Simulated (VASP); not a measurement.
Input of a VASP 6.6.1 run:

The input INCAR:

```
  ALGO = Normal
  DIPOL = 0.5 0.5 0.288
  EDIFF = 1E-7
  ENCUT = 520
  GGA = PE
  IDIPOL = 3
  ISIF = 2
  ISMEAR = 0
  IVDW = 12
  LASPH = T
  LCHARG = F
  LDIPOL = T
  LREAL = F
  LWAVE = F
  NBANDS = 20
  NELM = 100
  PREC = Accurate
  SIGMA = 0.1
```

Contents of KPOINTS:

```
k-points
0
Gamma
  12 12 1
```

Contents of POSCAR:

```
Te
1.0
    4.9166059590      0.0000000000      0.0000000000
   -2.4583029795      4.2579056609      0.0000000000
    0.0000000000      0.0000000000     36.4924940800
Te
4
Direct
    0.6666666667      0.3333333333      0.2393207542
    0.3333333333      0.6666666667      0.2181726059
    0.6666666667      0.3333333333      0.3572881986
    0.3333333333      0.6666666667      0.3361400503
```

Potentials or basis: VASP PAW PBE potentials, release 64 (Te).

Command:

```console
$ cat potpaw_PBE.64/Te/POTCAR > POTCAR
$ mpirun -np 1 vasp_std > vasp.out
```

Question: Predict the band gap on the k mesh.

Answer: Zero (bands 12 and 13 overlap by 0.39 eV).

Question: What does it give for the largest force?

Answer: 0.006 eV/Å.

Question: Estimate the dispersion energy per atom.

Answer: -0.227 eV.

Forces in eV/Å, atoms in the order of the input:
```
Te   0.000  0.000  0.006
Te   0.000  0.000 -0.005
Te   0.000  0.000  0.005
Te   0.000  0.000 -0.006
```

Caveat: spin-orbit coupling is left out, which moves the levels of the heavy elements.
